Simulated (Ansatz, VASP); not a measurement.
## One calculation of LiTaO2, two programs

```
Li Ta O
1.0
     1.96609   -3.70713    0.00000
     1.96609    3.70713    0.00000
     0.00000    0.00000    3.58470
Li Ta O
1 1 2
Direct
  0.00000 0.00000 0.00000
  0.50000 0.50000 0.00000
  0.79477 0.20523 0.00000
  0.20523 0.79477 0.00000
```

Alike in both runs: task single point; functional PBE; k mesh 6 × 6 × 6; occupations gaussian, width 0.1 eV; no spin polarisation.

|  | VASP | Ansatz |
| --- | --- | --- |
| version | VASP 6.6.1 | Ansatz 0.2.0 |
| potentials or method | VASP PAW PBE potentials, release 64 (Li_sv, Ta_sv_GW, O), cutoff 880 eV | scalar-relativistic, plane waves, PAW |
| valence electrons in the cell | 28 | 28 |

|  | VASP | Ansatz | Ansatz less VASP |
| --- | --- | --- | --- |
| gap on the k mesh at the Fermi level (eV) | none | none | - |
| pressure (GPa) | 8.8 | 8.6 | -0.27 |
| traceless stress, the component that is largest in VASP (GPa) | 57.04 | 57.60 | +0.558 |
| rms of the force components (eV/Å) | 0.094 | 0.040 | -0.0535 |

Atom by atom the forces differ by 0.053 eV/Å (rms over components). A gap of «none» marks a metal or a gap that the smearing closes.

Spin-orbit coupling is off throughout.
